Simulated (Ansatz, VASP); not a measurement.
**Au in VASP and in Ansatz**

The input INCAR:

```
SYSTEM = Au
PREC = Accurate
ENCUT = 520
EDIFF = 1E-7
ISMEAR = -1
SIGMA = 0.1
LREAL = .FALSE.
LASPH = .TRUE.
NELM = 100
ALGO = Normal
ISIF = 2
LWAVE = .FALSE.
LCHARG = .FALSE.
GGA = RE
NBANDS = 18
```

KPOINTS

```
regular mesh
0
G
  14 14 14
  0 0 0
```

File POSCAR:

```
Au
1.0
    0.0000000000      3.2360879635      3.2360879635
    3.2360879635      0.0000000000      3.2360879635
    3.2360879635      3.2360879635      0.0000000000
Au
2
Direct
    0.1250000000      0.1250000000      0.1250000000
    0.8750000000      0.8750000000      0.8750000000
```

Input for Ansatz:

```yaml
crystal:
  lattice:
    - [0.0, 3.2360879635, 3.2360879635]
    - [3.2360879635, 0.0, 3.2360879635]
    - [3.2360879635, 3.2360879635, 0.0]
  atoms:
    - { symbol: Au, position: [0.125, 0.125, 0.125] }
    - { symbol: Au, position: [0.875, 0.875, 0.875] }
hamiltonian:
  xc: revpbe
  pseudopotentials:
    kind: paw
    azcp:
      Au: "pseudopotentials/Au.paw.azcp"
basis:
  ecutwfc: 420
  fft_grid_basis: typed
kpoints:
  mp_grid: { grid: [14, 14, 14], shift: [0, 0, 0] }
magnetization:
  spin_polarized: false
scf:
  occupations: { method: fermi_dirac, width: 0.1 }
output:
  stress: true
```

Alike in both runs: task single point; functional revPBE; k mesh 14 × 14 × 14; occupations fermi-dirac, width 0.1 eV; no spin polarisation.

```csv
,VASP,Ansatz
version,VASP 6.6.1,Ansatz 0.2.0
potentials or method,"VASP PAW PBE potentials, release 64 (Au), cutoff 520 eV","plane waves (420 eV) with PAW, scalar-relativistic"
valence electrons in the cell,22,38
```

Ansatz gave:

* pressure (GPa): -3.5

Question: What did VASP give for the same quantities?

Answer: Pressure (GPa): -3.6.

VASP's potentials were made for PBE, not for revPBE. The functional is the same, so the differences come from potentials, cutoffs and numerics. VASP's potentials hold 22 valence electrons a cell and Ansatz's 38, so a difference there can come from the potentials and not from the codes.

Spin-orbit coupling is off throughout.
